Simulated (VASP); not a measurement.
Here is a VASP 6.6.1 calculation.

Contents of INCAR:

```
ALGO     = Normal         # electronic algorithm
EDIFF    = 1E-7           # SCF threshold, eV
ENCUT    = 520            # plane-wave cutoff, eV
GGA      = PE             # functional
ISIF     = 2              # what is computed and relaxed
ISMEAR   = -1             # smearing method
LASPH    = True           # aspherical terms in the spheres
LCHARG   = False          # write CHGCAR
LREAL    = False          # projectors in reciprocal space
LWAVE    = False          # write WAVECAR
NBANDS   = 16             # bands
NELM     = 80             # most SCF steps
PREC     = Accurate       # precision mode
SIGMA    = 0.02           # smearing width, eV
```

The input KPOINTS:

```
k-points
0
Gamma
  14 14 14
```

Contents of POSCAR:

```
ZnS
1.0
    0.0000000000      2.6706610553      2.6706610553
    2.6706610553      0.0000000000      2.6706610553
    2.6706610553      2.6706610553      0.0000000000
Zn S
1 1
Direct
    0.0000000000      0.0000000000      0.0000000000
    0.2500000000      0.2500000000      0.2500000000
```

Potentials or basis: VASP PAW PBE potentials, release 64 (Zn, S).

Run with:

```bash
$ cat potpaw_PBE.64/Zn/POTCAR potpaw_PBE.64/S/POTCAR > POTCAR
$ mpirun -np 1 vasp_std > vasp.out
```

Q: Estimate the band gap on the k mesh.

A: 2.27 eV, direct.

Q: What does it give for the pressure?

A: 4.7 GPa.

 A k mesh can miss the band edges.
